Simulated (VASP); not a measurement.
Input of a VASP 6.6.1 run:

The input INCAR:

```
SYSTEM = Te2Mo
PREC = Accurate ; ENCUT = 520
EDIFF = 1E-7 ; ISMEAR = 0
SIGMA = 0.05 ; LREAL = .FALSE.
LASPH = .TRUE. ; NELM = 80
ALGO = Normal ; ISIF = 2
LWAVE = .FALSE. ; LCHARG = .FALSE.
GGA = CA ; NBANDS = 20
```

Contents of KPOINTS:

```
Automatic mesh
0
G
  12 12 2
  0 0 0
```

POSCAR

```
Te2Mo
1.0
    3.4665480215      0.0000000000      0.0000000000
   -1.7332740108      3.0021186501      0.0000000000
    0.0000000000      0.0000000000     17.5198113284
Te Mo
2 1
Direct
    0.3333333333      0.6666666667      0.8975342416
    0.3333333333      0.6666666667      0.1024657584
    0.0000000000      0.0000000000      0.0017123472
```

Potentials or basis: VASP PAW LDA potentials, release 64 (Te, Mo_sv).

Run with:

```bash
$ cat potpaw_LDA.64/Te/POTCAR potpaw_LDA.64/Mo_sv/POTCAR > POTCAR
$ mpirun -np 1 vasp_std > vasp.out
```

Q: What does it give for the band gap on the k mesh?

A: 1.24 eV.

Q: Estimate the largest force.

A: 0.698 eV/Å.

Forces on the atoms (eV/Å):
```
Te   0.000  0.000  0.281
Te   0.000  0.000  0.417
Mo   0.000  0.000 -0.698
```

Caveat: the cell differs from its parent crystal (atom 3 (Mo) moved +0.030 Å along Cartesian [0 0 1]); spin-orbit coupling is left out, which moves the levels of the heavy elements.
